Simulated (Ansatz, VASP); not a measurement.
# One calculation of TaN, two programs

```
Ta N
1.0
     0.00000    2.14535    2.17427
     2.14535    0.00000    2.17427
     2.14535    2.14535    0.00000
Ta N
1 1
Direct
  0.49891 0.50109 0.50109
  0.01407 0.98593 0.98593
```

Change from the starting cell: mode 4 frozen in at -0.061 Å, equal normal strain along x and y -0.0133.

Alike in both runs: task single point; functional LDA; k mesh 18 × 18 × 18; occupations gaussian, width 0.15 eV; no spin polarisation.

|  | VASP | Ansatz |
| --- | --- | --- |
| version | VASP 6.6.1 | Ansatz 0.2.0 |
| potentials or method | VASP PAW LDA potentials, release 64 (Ta_pv, N), cutoff 520 eV | scalar-relativistic, plane waves, PAW |
| valence electrons in the cell | 16 | 18 |

```tsv
	VASP	Ansatz	Ansatz less VASP
gap on the k mesh at the Fermi level (eV)	none	none	-
pressure (GPa)	14.0	11.7	-2.29
traceless stress, the component that is largest in VASP (GPa)	-7.82	-7.71	+0.118
rms of the force components (eV/Å)	0.428	0.421	-0.0076
```

LDA's correlation is that of Perdew and Zunger in VASP and of Perdew and Wang (1992) in Ansatz. Atom by atom the forces differ by 0.008 eV/Å (rms over components). A gap of «none» marks a metal or a gap that the smearing closes. VASP's potentials hold 16 valence electrons a cell and Ansatz's 18, so a difference there can come from the potentials and not from the codes.

Neither program's run includes spin-orbit coupling.
